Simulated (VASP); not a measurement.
A run of VASP 6.6.1 is set up as follows.

The input POSCAR:

```
NaCaF3
1.0
    4.4664803566      0.0000000000      0.0000000000
    0.0000000000      4.4664803566      0.0000000000
    0.0000000000      0.0000000000      4.4664803566
Na Ca F
1 1 3
Direct
    0.0000000000      0.0000000000      0.0000000000
    0.5000000000      0.5000000000      0.5000000000
    0.5000000000      0.5000000000      0.0000000000
    0.5000000000      0.0000000000      0.5000000000
    0.0000000000      0.5000000000      0.5000000000
```

File INCAR.step1:

```
SYSTEM = NaCaF3
PREC = Accurate
ENCUT = 970
ISMEAR = 0
SIGMA = 0.01
LREAL = .False.
LASPH = .True.
NELM = 120
NBANDS = 28
GGA = PE
ALGO = Normal
EDIFF = 1E-5
LWAVE = .True.
LCHARG = .False.
GGA_COMPAT = .False.
```

File INCAR.step2:

```
SYSTEM = NaCaF3
PREC = Accurate
ENCUT = 970
EDIFF = 1E-6
ISMEAR = 0
SIGMA = 0.01
LREAL = .False.
LASPH = .True.
NELM = 120
ALGO = Normal
ISIF = 2
LWAVE = .False.
LCHARG = .True.
METAGGA = R2SCAN
LMIXTAU = .True.
LELF = .True.
LVHAR = .True.
NBANDS = 28
ISTART = 1
GGA_COMPAT = .False.
```

File KPOINTS:

```
Automatic mesh
0
Gamma
  6 6 6
  0 0 0
```

Potentials or basis: VASP PAW PBE potentials, release 64 (Na_sv, Ca_sv, F).

The run is started by

```bash
$ cat potpaw_PBE.64/Na_sv/POTCAR potpaw_PBE.64/Ca_sv/POTCAR potpaw_PBE.64/F/POTCAR > POTCAR
$ cp INCAR.step1 INCAR
$ mpirun -np 1 vasp_std > vasp.out
$ cp INCAR.step2 INCAR
$ mpirun -np 1 vasp_std > vasp.out
```

(1) Estimate the pressure.

(2) Predict the band gap on the k mesh.

Results:

(1) -2.4 GPa.

(2) 5.75 eV (least direct gap 5.92 eV).

Caveat: the PAW data sets were made with another functional, which shifts forces and pressure a little.
